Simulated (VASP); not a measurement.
A run of VASP 6.6.1 is set up as follows.

File INCAR:

```
SYSTEM = Ta
  ALGO = Fast
  EDIFF = 1E-7
  ENCUT = 520
  GGA = PS
  ISIF = 2
  ISMEAR = 0
  LASPH = .TRUE.
  LCHARG = .FALSE.
  LREAL = .FALSE.
  LWAVE = .FALSE.
  NBANDS = 12
  NELM = 60
  PREC = Accurate
  SIGMA = 0.1
```

KPOINTS

```
k-points
0
G
  24 24 24
  0 0 0
```

The input POSCAR:

```
Ta
1.0
   -1.6403981030      1.6403981030      1.6403981030
    1.6403981030     -1.6403981030      1.6403981030
    1.6403981030      1.6403981030     -1.6403981030
Ta
1
Direct
    0.0000000000      0.0000000000      0.0000000000
```

Potentials or basis: VASP PAW PBE potentials, release 64 (Ta_pv).

Launch:

```sh
$ cat potpaw_PBE.64/Ta_pv/POTCAR > POTCAR
$ mpirun -np 1 vasp_std > vasp.out
```

Task: Predict the pressure.

Result: 0.2 GPa.

Caveat: the PAW data sets were made with another functional, which shifts forces and pressure a little.
